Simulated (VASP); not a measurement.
# GeSb3O2 (P4/mmm) in VASP: further runs, part 2 of 2

VASP 6.6.1. The steps go on from the part before.

## 3. Single point, PBE

This run uses another cell than the first one, of 25.03 Å³/atom, 1.244 times its volume.

INCAR reads:

```
ALGO = Normal ; EDIFF = 1E-7
ENCUT = 520 ; GGA = PE
ISIF = 2 ; ISMEAR = 0
LASPH = True ; LCHARG = False
LREAL = False ; LWAVE = False
NBANDS = 30 ; NELM = 80
PREC = Accurate ; SIGMA = 0.1
```

KPOINTS reads:

```
k-points
0
Gamma
  4 4 2
```

POSCAR reads:

```
GeSb3O2
1.0
    4.2586303600      0.0000000000      0.0000000000
    0.0000000000      4.2586303600      0.0000000000
    0.0000000000      0.0000000000      8.2817229700
Ge Sb O
1 3 2
Direct
    0.0000000000      0.0000000000      0.5000000000
    0.5000000000      0.5000000000      0.2945286900
    0.5000000000      0.5000000000      0.7054713100
    0.5000000000      0.5000000000      0.0000000000
    0.5000000000      0.5000000000      0.5000000000
    0.0000000000      0.0000000000      0.0000000000
```

Potentials or basis: VASP PAW PBE potentials, release 64 (Ge_d, Sb, O).

Launch:

```sh
$ cat potpaw_PBE.64/Ge_d/POTCAR potpaw_PBE.64/Sb/POTCAR potpaw_PBE.64/O/POTCAR > POTCAR
$ mpirun -np 1 vasp_std > vasp.out
```

OUTCAR:

```text
EDIFF = 1E-7
   ENCUT = 520
   GGA = PE
   ISIF = 2
   ISMEAR = 0
   LASPH = True
   LREAL = False
   NELM = 80
   PREC = Accurate

 ion  position               nearest neighbor table
   1  0.000  0.000  0.500-
   2  0.500  0.500  0.295-   5 1.70   4 2.44   3 3.40
   3  0.500  0.500  0.705-   5 1.70   4 2.44   2 3.40
   4  0.500  0.500  0.000-   2 2.44   3 2.44
   5  0.500  0.500  0.500-   2 1.70   3 1.70
   6  0.000  0.000  0.000-

  LATTYP: Found a simple tetragonal cell.
 ALAT       =     4.2586303600
 C/A-ratio  =     1.9446916661

  Lattice vectors:

 A1 = (   4.2586303600,   0.0000000000,   0.0000000000)
 A2 = (   0.0000000000,   4.2586303600,   0.0000000000)
 A3 = (   0.0000000000,   0.0000000000,   8.2817229700)

Analysis of symmetry for initial positions (statically):
=====================================================================
 Subroutine PRICEL returns:
 Original cell was already a primitive cell.
[... 163 lines left out ...]

  energy without entropy =      -18.06220739  energy(sigma->0) =      -18.06942077

 E-fermi :   4.4360     XC(G=0):  -9.0957

 val. band max:        4.4031454593   @ k =   0.5000   0.5000   0.5000
 cond. band min:       4.4431986142   @ k =   0.0000   0.0000   0.5000
 fundamental gap:      0.0400531550
 Fermi energy:         4.4360351424

 k-point     1 :       0.0000    0.0000    0.0000
  band No.  band energies     occupation
      1     -20.9087      2.00000
      2     -20.9062      2.00000
      3     -20.8923      2.00000
      4     -20.8923      2.00000
      5     -20.8893      2.00000
      6     -17.6781      2.00000
[... 385 lines left out ...]
     29      11.7977      0.00000
     30      12.4226      0.00000

------------------------ aborting loop because EDIFF is reached ----------------------------------------

  FORCE on cell =-STRESS in cart. coord.  units (eV):
  Direction    XX          YY          ZZ          XY          YZ          ZX
  --------------------------------------------------------------------------------------
  -------------------------------------------------------------------------------------
  Total       -7.6612574     -7.6612574     65.4937430      0.0000000      0.0000000      0.0000000
  in kB      -81.7240808    -81.7240808    698.6341377      0.0000000      0.0000000      0.0000000
  external PRESSURE =     178.3953254 kB  Pullay stress =       0.0000000 kB

 VOLUME and BASIS-vectors are now :
 -----------------------------------------------------------------------------
  energy-cutoff  :      520.00
  volume of cell :      150.20
      direct lattice vectors                 reciprocal lattice vectors
     4.258630360  0.000000000  0.000000000     0.234817281  0.000000000  0.000000000
     0.000000000  4.258630360  0.000000000     0.000000000  0.234817281  0.000000000
     0.000000000  0.000000000  8.281722970     0.000000000  0.000000000  0.120747821

 POSITION                                       TOTAL-FORCE (eV/Angst)
 -----------------------------------------------------------------------------------
      0.00000      0.00000      4.14086         0.000000     -0.000000      0.000000
      2.12932      2.12932      2.43921         0.000000     -0.000000     -6.168671
      2.12932      2.12932      5.84252         0.000000      0.000000      6.168671
      2.12932      2.12932      0.00000         0.000000     -0.000000      0.000000
      2.12932      2.12932      4.14086         0.000000     -0.000000      0.000000
      0.00000      0.00000      0.00000         0.000000     -0.000000      0.000000
 -----------------------------------------------------------------------------------
    total drift:                                0.000000     -0.000000     -0.000000

  FREE ENERGIE OF THE ION-ELECTRON SYSTEM (eV)
  ---------------------------------------------------
  free  energy   TOTEN  =       -18.0766341562 eV

  energy  without entropy=      -18.0622073892  energy(sigma->0) =      -18.06942077
```

OSZICAR:

```text
N       E                     dE             d eps       ncg     rms          rms(c)
DAV:   1     0.365691711499E+03    0.36569E+03   -0.16653E+04   906   0.173E+03
DAV:   2     0.342251820075E+02   -0.33147E+03   -0.31767E+03   866   0.542E+02
DAV:   3    -0.216778493996E+02   -0.55903E+02   -0.54692E+02   834   0.136E+02
[... 11 lines left out ...]
DAV:  15    -0.180766317774E+02    0.30737E-04   -0.32246E-04   848   0.702E-02    0.972E-03
DAV:  16    -0.180766349575E+02   -0.31801E-05   -0.33722E-05   810   0.229E-02    0.940E-03
DAV:  17    -0.180766344947E+02    0.46280E-06   -0.21461E-06   934   0.818E-03    0.591E-03
DAV:  18    -0.180766341446E+02    0.35012E-06   -0.16831E-06   800   0.498E-03    0.104E-03
DAV:  19    -0.180766341562E+02   -0.11560E-07   -0.25994E-07   604   0.189E-03
   1 F= -.18076634E+02 E0= -.18069421E+02  d E =-.144268E-01
```

stdout:

```text
POSCAR found type information on POSCAR GeSbO
 POSCAR found :  3 types and       6 ions
 scaLAPACK will be used
 LDA part: xc-table for (Slater+PW92), standard interpolation
 POSCAR, INCAR and KPOINTS ok, starting setup
 FFT: planning ... GRIDC
 FFT: planning ... GRID_SOFT
 FFT: planning ... GRID
 WAVECAR not read
 entering main loop
```

Wall time 31 s (1 thread of Intel Xeon 6975P-C (Granite Rapids), shared host); peak memory 0.26 GiB.

Results:

```
Free energy   : -18.0766 eV
Pressure      : 17.8 GPa
Largest force : 6.169 eV/Å
```

Forces in eV/Å, atoms in the order of the input:
```
Ge   0.000  0.000  0.000
Sb   0.000  0.000 -6.169
Sb   0.000  0.000  6.169
Sb   0.000  0.000  0.000
O    0.000  0.000  0.000
O    0.000  0.000  0.000
```

Caveat: the k points lie up to 0.38 Å⁻¹ apart; spin-orbit coupling is left out, which moves the levels of the heavy elements; an odd number of electrons without spin polarisation forces a metal; a magnetic or distorted state may lie lower.

## 4. Single point, PBE

This run uses another cell than the first one, of 23.08 Å³/atom, 1.147 times its volume.

INCAR reads:

```
SYSTEM = GeSb3O2
ALGO = Normal ; EDIFF = 1E-6
ENCUT = 520 ; GGA = PE
ISIF = 2 ; ISMEAR = 0
LASPH = .True. ; LCHARG = .False.
LREAL = .False. ; LWAVE = .False.
NBANDS = 30 ; NELM = 100
PREC = Accurate ; SIGMA = 0.1
```

KPOINTS reads:

```
k-points
0
Gamma
  6 6 2
  0 0 0
```

POSCAR reads:

```
GeSb3O2
1.0
    3.1922782776      0.0000000000      0.0000000000
    0.0000000000      3.1922782776      0.0000000000
    0.0000000000      0.0000000000     13.5909370746
Ge Sb O
1 3 2
Direct
    0.0000000000      0.0000000000      0.5000000000
    0.5000000000      0.5000000000      0.2269071871
    0.5000000000      0.5000000000      0.7730928129
    0.5000000000      0.5000000000      0.0000000000
    0.5000000000      0.5000000000      0.5000000000
    0.0000000000      0.0000000000      0.0000000000
```

Launch:

```sh
$ cat potpaw_PBE.64/Ge_d/POTCAR potpaw_PBE.64/Sb/POTCAR potpaw_PBE.64/O/POTCAR > POTCAR
$ mpirun -np 1 vasp_std > vasp.out
```

It took 35 s on 1 thread of Intel Xeon 6975P-C (Granite Rapids), shared host; peak memory 0.27 GiB.

It converged, with:

| Item | Value |
| --- | --- |
| Free energy | -28.7023 eV |
| Pressure | -0.1 GPa |
| Largest force | 0.011 eV/Å |

Forces on the atoms (eV/Å):
```
Ge   0.000  0.000  0.000
Sb   0.000  0.000  0.011
Sb   0.000  0.000 -0.011
Sb   0.000  0.000  0.000
O    0.000  0.000  0.000
O    0.000  0.000  0.000
```

Stress tensor (GPa, compression positive):
```
-0.24  0.00  0.00
 0.00 -0.24  0.00
 0.00  0.00  0.18
```

Levels at points of the mesh, in eV from the Fermi level:
| k point | band 17 | band 18 | band 19 | band 20 | band 21 | band 22 | band 23 | band 24 |
| --- | --- | --- | --- | --- | --- | --- | --- | --- |
| (0.00, 0.00, 0.00) | -3.86 | -1.91 | -1.88 | 1.37 | 3.03 | 3.67 | 3.67 | 3.72 |
| (0.50, 0.00, 0.00) | -2.93 | -2.47 | -1.64 | -0.72 | 0.16 | 0.31 | 0.54 | 1.64 |
| (0.50, 0.50, 0.00) | -2.59 | -2.52 | -2.52 | -2.43 | -2.43 | -0.93 | 1.67 | 1.74 |
| (0.00, 0.00, 0.50) | -3.86 | -2.12 | -1.58 | 1.96 | 2.00 | 3.67 | 3.67 | 3.72 |
| (0.50, 0.00, 0.50) | -2.93 | -2.87 | -1.49 | -0.79 | 0.25 | 0.30 | 0.97 | 1.05 |
| (0.50, 0.50, 0.50) | -2.54 | -2.51 | -2.51 | -2.44 | -2.44 | -1.02 | 1.66 | 1.86 |

Caveat: spin-orbit coupling is left out, which moves the levels of the heavy elements; an odd number of electrons without spin polarisation forces a metal; a magnetic or distorted state may lie lower.

## 5. Summary

| cell | k mesh | gap on the mesh (eV) | pressure (GPa) | largest force (eV/Å) |
| --- | --- | --- | --- | --- |
| a = 3.302, b = 3.302, c = 11.078 Å, 6 atoms | 4 × 4 × 2 | none | -0.4 | 0.04 |
| a = 4.259, b = 4.259, c = 8.282 Å, 6 atoms | 4 × 4 × 2 | none | 17.8 | 6.17 |
| a = 3.192, b = 3.192, c = 13.591 Å, 6 atoms | 6 × 6 × 2 | none | -0.1 | 0.01 |

Alike in all rows: task single point; level PBE; potentials or basis VASP PAW PBE potentials, release 64 (Ge_d, Sb, O); no spin polarisation; cutoff (eV) 520; smearing gaussian 0.1 eV.

Caveats: some runs use coarse meshes; spin-orbit coupling is left out, which moves the levels of the heavy elements; an odd number of electrons without spin polarisation forces a metal; a magnetic or distorted state may lie lower.

Total energies depend on the potentials used, so only differences within one code and one set of settings carry meaning.
